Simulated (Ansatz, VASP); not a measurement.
One calculation of Mo, two programs

File INCAR:

```
SYSTEM = Mo
PREC = Accurate ; ENCUT = 520
EDIFF = 1E-6 ; ISMEAR = 1
SIGMA = 0.1 ; LREAL = .FALSE.
LASPH = .TRUE. ; NELM = 80
ALGO = Normal ; ISIF = 2
LWAVE = .FALSE. ; LCHARG = .TRUE.
GGA = CA ; LELF = .TRUE.
LVHAR = .TRUE. ; NBANDS = 13
```

The input KPOINTS:

```
regular mesh
0
G
  13 13 13
  0 0 0
```

File POSCAR:

```
Mo
1.0
   -1.6042741090      1.6042741090      1.6042741090
    1.6042741090     -1.6042741090      1.6042741090
    1.6042741090      1.6042741090     -1.6042741090
Mo
1
Direct
    0.0000000000      0.0000000000      0.0000000000
```

Input for Ansatz:

```yaml
crystal:
  lattice:
    - [-1.6042741089914514, 1.6042741089914514, 1.6042741089914514]
    - [1.6042741089914514, -1.6042741089914514, 1.6042741089914514]
    - [1.6042741089914514, 1.6042741089914514, -1.6042741089914514]
  atoms:
    - { symbol: Mo, position: [0.0, 0.0, 0.0] }
basis:
  ecutwfc: 510.0
kpoints:
  mp_grid:
    grid: [13, 13, 13]
hamiltonian:
  xc: lda
  pseudopotentials:
    kind: paw
scf:
  occupations:
    method: cold
output:
  stress: true
```

Alike in both runs: task single point; functional LDA; k mesh 13 × 13 × 13; no spin polarisation.

|  | VASP | Ansatz |
| --- | --- | --- |
| version | VASP 6.6.1 | Ansatz 0.2.0 |
| potentials or method | VASP PAW LDA potentials, release 64 (Mo_sv), cutoff 520 eV | plane waves, PAW |
| occupations | methfessel-paxton of order 1, width 0.1 eV | cold |
| valence electrons in the cell | 14 | 14 |

Ansatz gave:

| Quantity | Value |
| --- | --- |
| pressure (GPa) | -22.3 |

Question: Estimate VASP's values.

Answer: Pressure (GPa): -21.5.

LDA's correlation is that of Perdew and Zunger in VASP and of Perdew and Wang (1992) in Ansatz.
